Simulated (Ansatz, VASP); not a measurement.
**Pt in VASP and in Ansatz**

```
Pt
1.0
     3.17232    0.00000    0.00000
    -1.58616    2.38897    0.00000
     0.00000    0.00000    4.78138
Pt
2
Direct
  0.66667 0.33333 0.75000
  0.33333 0.66667 0.25000
```

Change from the starting cell: normal strain along x +0.1500, normal strain along y +0.0000.

Alike in both runs: task single point; functional PBE; k mesh 18 × 18 × 10; occupations gaussian, width 0.15 eV; no spin polarisation.

|  | VASP | Ansatz |
| --- | --- | --- |
| version | VASP 6.6.1 | Ansatz 0.2.0 |
| potentials or method | VASP PAW PBE potentials, release 64 (Pt), cutoff 520 eV | scalar-relativistic, plane waves, PAW |
| valence electrons in the cell | 20 | 36 |

```tsv
	VASP	Ansatz	Ansatz less VASP
gap on the k mesh at the Fermi level (eV)	none	none	-
pressure (GPa)	-21.9	-21.7	+0.24
traceless stress, the component that is largest in VASP (GPa)	-0.93	-0.93	-0.002
rms of the force components (eV/Å)	0.052	0.051	-0.0003
```

Atom by atom the forces differ by 0.000 eV/Å (rms over components). A gap of «none» marks a metal or a gap that the smearing closes. The functional is the same, so the differences come from potentials, cutoffs and numerics. VASP's potentials hold 20 valence electrons a cell and Ansatz's 36, so a difference there can come from the potentials and not from the codes.

Spin-orbit coupling is off throughout.
